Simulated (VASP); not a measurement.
Input of a VASP 6.6.1 run:

Contents of POSCAR:

```
Yb
1.0
    0.0000000000      4.2465152708      4.2465152708
    4.2465152708      0.0000000000      4.2465152708
    4.2465152708      4.2465152708      0.0000000000
Yb
2
Direct
    0.1250000000      0.1250000000      0.1250000000
    0.8750000000      0.8750000000      0.8750000000
```

The input INCAR.step1:

```
PREC = Accurate
ENCUT = 520
ISMEAR = -1
SIGMA = 0.1
LREAL = False
LASPH = True
NELM = 80
NBANDS = 31
GGA = PE
ALGO = Normal
EDIFF = 1E-4
LWAVE = True
LCHARG = False
```

INCAR.step2

```
PREC = Accurate
ENCUT = 520
EDIFF = 1E-7
ISMEAR = -1
SIGMA = 0.1
LREAL = False
LASPH = True
NELM = 80
ALGO = Normal
ISIF = 2
LWAVE = False
LCHARG = False
METAGGA = R2SCAN
LMIXTAU = True
NBANDS = 31
ISTART = 1
```

Contents of KPOINTS:

```
regular mesh
0
Gamma
  7 7 7
```

Potentials or basis: VASP PAW PBE potentials, release 64 (Yb).

Command:

```bash
$ cat potpaw_PBE.64/Yb/POTCAR > POTCAR
$ cp INCAR.step1 INCAR
$ mpirun -np 1 vasp_std > vasp.out
$ cp INCAR.step2 INCAR
$ mpirun -np 1 vasp_std > vasp.out
```

Question: Estimate the band gap on the k mesh.

Answer: Zero (band 24 reaches 0.50 eV, above the bottom of band 25 at -0.60 eV).

Question: Estimate the pressure.

Answer: 0.1 GPa.

Caveat: the PAW data sets were made with another functional, which shifts forces and pressure a little; spin-orbit coupling is left out, which moves the levels of the heavy elements. Spin polarisation is off, so any magnetic state and its effect on volume and gap are missing.
